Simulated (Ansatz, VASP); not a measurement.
**One calculation of RbBr, two programs**

Contents of POSCAR:

```
RbBr
1.0
    0.0000000000      3.3246750000      3.4275000000
    3.3246750000      0.0000000000      3.4275000000
    3.3246750000      3.3246750000      0.0000000000
Rb Br
1 1
Direct
    0.0000000000      0.0000000000      0.0000000000
    0.5000000000      0.5000000000      0.5000000000
```

File INCAR.step1:

```
SYSTEM = RbBr
  ALGO = Normal
  EDIFF = 1E-4
  ENCUT = 520
  GGA = PE
  ISMEAR = 0
  LASPH = .True.
  LCHARG = .False.
  LREAL = .False.
  LWAVE = .True.
  NBANDS = 15
  NELM = 100
  PREC = Accurate
  SIGMA = 0.05
```

The input INCAR.step2:

```
SYSTEM = RbBr
  ALGO = Normal
  EDIFF = 1E-6
  ENCUT = 520
  ISIF = 2
  ISMEAR = 0
  ISTART = 1
  LASPH = .True.
  LCHARG = .False.
  LMIXTAU = .True.
  LREAL = .False.
  LWAVE = .False.
  METAGGA = R2SCAN
  NBANDS = 15
  NELM = 100
  PREC = Accurate
  SIGMA = 0.05
```

File KPOINTS:

```
k-points
0
Gamma
  6 6 6
  0 0 0
```

Input for Ansatz:

```yaml
crystal:
  lattice:
    - [0.0, 3.324675, 3.4275]
    - [3.324675, 0.0, 3.4275]
    - [3.324675, 3.324675, 0.0]
  atoms:
    - { symbol: Rb, position: [0.0, 0.0, 0.0] }
    - { symbol: Br, position: [0.5, 0.5, 0.5] }
basis:
  ecutwfc: 500
kpoints:
  mp_grid: { grid: [6, 6, 6] }
hamiltonian:
  xc: r2scan
scf:
  occupations: { method: gaussian, width: 0.05 }
output:
  forces: true
  stress: true
  eigenvalues: true
```

Change from the starting cell: strain -0.030 along x and y, +0.000 along z, atoms carried along.

Alike in both runs: task single point; functional r2SCAN; k mesh 6 × 6 × 6; occupations gaussian, width 0.05 eV; no spin polarisation.

```csv
,VASP,Ansatz
version,VASP 6.6.1,Ansatz 0.2.0
potentials or method,"VASP PAW PBE potentials, release 64 (Rb_sv, Br), cutoff 520 eV","scalar-relativistic, plane waves, PAW"
valence electrons in the cell,16,16
```

```csv
,VASP,Ansatz,Ansatz less VASP
gap on the k mesh at the Fermi level (eV),5.11,5.12,+0.001
least direct gap on the mesh (eV),5.11,5.12,+0.001
pressure (GPa),1.7,1.7,-0.03
"traceless stress, the component that is largest in VASP (GPa)",-0.95,-0.94,+0.009
```

VASP's potentials were made for PBE, not for r2SCAN. With one functional, cell and mesh, what is left measures potentials, basis and numerics.
